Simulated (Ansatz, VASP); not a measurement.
SnO2: VASP beside Ansatz

```
Sn O
1.0
     0.00000   -4.82770    0.00000
     0.00000    0.00000   -3.23799
     9.90541    0.00000    0.00000
Sn O
4 8
Direct
  0.00000 0.00000 0.68394
  0.00000 0.00000 0.19656
  0.50000 0.50000 0.92763
  0.50000 0.50000 0.44025
  0.69339 0.00000 0.83337
  0.69339 0.00000 0.34599
  0.19339 0.50000 0.77820
  0.19339 0.50000 0.29082
  0.30661 0.00000 0.04713
  0.30661 0.00000 0.53451
  0.80661 0.50000 0.10230
  0.80661 0.50000 0.58968
```

Alike in both runs: task single point; functional PBE; k mesh 6 × 8 × 3; occupations gaussian, width 0.05 eV; no spin polarisation.

```csv
,VASP,Ansatz
version,VASP 6.6.1,Ansatz 0.2.0
potentials or method,"VASP PAW PBE potentials, release 64 (Sn_d, O), cutoff 520 eV","scalar-relativistic, plane waves, PAW"
valence electrons in the cell,104,104
```

Ansatz gave:

* gap on the k mesh at the Fermi level (eV): 0.18
* least direct gap on the mesh (eV): 0.18
* pressure (GPa): -3.2
* traceless stress, the component that is largest in VASP (GPa): -2.01
* rms of the force components (eV/Å): 0.643

Question: Estimate VASP's values.

Answer: gap on the k mesh at the Fermi level (eV): 0.16; least direct gap on the mesh (eV): 0.16; pressure (GPa): -2.6; traceless stress, the component that is largest in VASP (GPa): -2.11; rms of the force components (eV/Å): 0.649.

Atom by atom the forces differ by 0.013 eV/Å (rms over components).
